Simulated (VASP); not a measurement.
TiB5:

```
Ti B
1.0
     0.00000    2.91917    2.91917
     2.91917    0.00000    2.91917
     2.91917    2.91917    0.00000
Ti B
1 5
Direct
  0.00000 0.00000 0.00000
  0.25000 0.25000 0.25000
  0.12776 0.62408 0.62408
  0.62408 0.62408 0.62408
  0.62408 0.62408 0.12776
  0.62408 0.12776 0.62408
```

| Item | Value |
| --- | --- |
| Program | VASP 6.6.1 |
| Task | relaxation of cell and atoms |
| Functional | PBE |
| Potentials or basis | VASP PAW PBE potentials, release 64 (Ti_sv, B) |
| Cutoff | 600 eV |
| k mesh | 6 × 6 × 6 |
| Occupations | gaussian, width 0.1 eV |
| Spin | no spin polarisation |

At the start: pressure -20.6 GPa; volume 8.29 Å³/atom.

Task: How do energy, volume and symmetry change on relaxing?

Result: Over 8 steps the energy falls by 71.9 meV/atom and the volume is 7.46 Å³/atom (-10.1 %); space group F-43m (No. 216, to 0.05 Å).

The path:
```csv
step,energy change (eV),largest force (eV/Å),pressure (GPa),volume (Å³)
1,0.0000,0.4846,-20.62,49.75
2,-0.3338,0.2599,12.13,42.46
3,-0.3999,0.3703,0.77,44.36
4,-0.4208,0.2173,0.89,44.42
5,-0.4302,0.0239,1.36,44.48
6,-0.4303,0.0039,1.31,44.48
7,-0.4307,0.0146,-1.00,44.94
8,-0.4313,0.0065,-0.01,44.74
```

Final structure:
```xyz
6
Lattice="0.0000 2.8176 2.8176 2.8176 0.0000 2.8176 2.8176 2.8176 0.0000" Properties=species:S:1:pos:R:3 pbc="T T T"
Ti    0.0000    0.0000    0.0000
B     1.4088    1.4088    1.4088
B     3.4855    2.1498    2.1498
B     3.4855    3.4855    3.4855
B     2.1498    2.1498    3.4855
B     2.1498    3.4855    2.1498
```
